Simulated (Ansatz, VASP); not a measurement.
## Fe: VASP beside Ansatz

```xyz
2
Lattice="2.4342 0.0000 0.0000 -1.2171 2.1080 0.0000 0.0000 0.0000 3.8419" Properties=species:S:1:pos:R:3 pbc="T T T"
Fe    0.0000    1.4054    0.9605
Fe    1.2171    0.7027    2.8815
```

Alike in both runs: task single point; functional PBEsol; k mesh 24 × 24 × 12; occupations gaussian, width 0.15 eV; no spin polarisation.

|  | VASP | Ansatz |
| --- | --- | --- |
| version | VASP 6.6.1 | Ansatz 0.2.0 |
| potentials or method | VASP PAW PBE potentials, release 64 (Fe), cutoff 520 eV | scalar-relativistic, plane waves, PAW |
| valence electrons in the cell | 16 | 32 |

VASP gave:

* gap on the k mesh at the Fermi level (eV): none
* pressure (GPa): -1.6
* traceless stress, the component that is largest in VASP (GPa): 0.44

**Question.** Estimate Ansatz's values.

**Answer.** gap on the k mesh at the Fermi level (eV): none; pressure (GPa): -1.3; traceless stress, the component that is largest in VASP (GPa): 0.59.

VASP's potentials were made for PBE, not for PBEsol. A gap of «none» marks a metal or a gap that the smearing closes. With one functional, cell and mesh, what is left measures potentials, basis and numerics. VASP's potentials hold 16 valence electrons a cell and Ansatz's 32, so a difference there can come from the potentials and not from the codes.
